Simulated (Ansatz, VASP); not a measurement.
YAs4: VASP beside Ansatz

```xyz
5
Lattice="-3.2121 3.2121 3.2121 3.2121 -3.2121 3.2121 3.2121 3.2121 -3.2121" Properties=species:S:1:pos:R:3 pbc="T T T"
Y     0.0000    0.0000    0.0000
As    1.6060    1.6060    1.6060
As    1.6060    1.6060   -1.6060
As    1.6060   -1.6060    1.6060
As   -1.6060    1.6060    1.6060
```

Alike in both runs: functional PBE; k mesh 4 × 4 × 4; occupations gaussian, width 0.1 eV; no spin polarisation.

Ansatz relaxed the structure, and its values are those at the end. VASP's run is a single point on that final structure, the one shown.

|  | VASP | Ansatz |
| --- | --- | --- |
| version | VASP 6.6.1 | Ansatz 0.2.0 |
| potentials or method | VASP PAW PBE potentials, release 64 (Y_sv, As), cutoff 520 eV | scalar-relativistic, plane waves, PAW |
| valence electrons in the cell | 31 | 71 |

```csv
,VASP,Ansatz,Ansatz less VASP
gap on the k mesh at the Fermi level (eV),none,none,-
pressure (GPa),-0.2,-0.2,+0.03
```

A gap of «none» marks a metal or a gap that the smearing closes. VASP's potentials hold 31 valence electrons a cell and Ansatz's 71, so a difference there can come from the potentials and not from the codes.
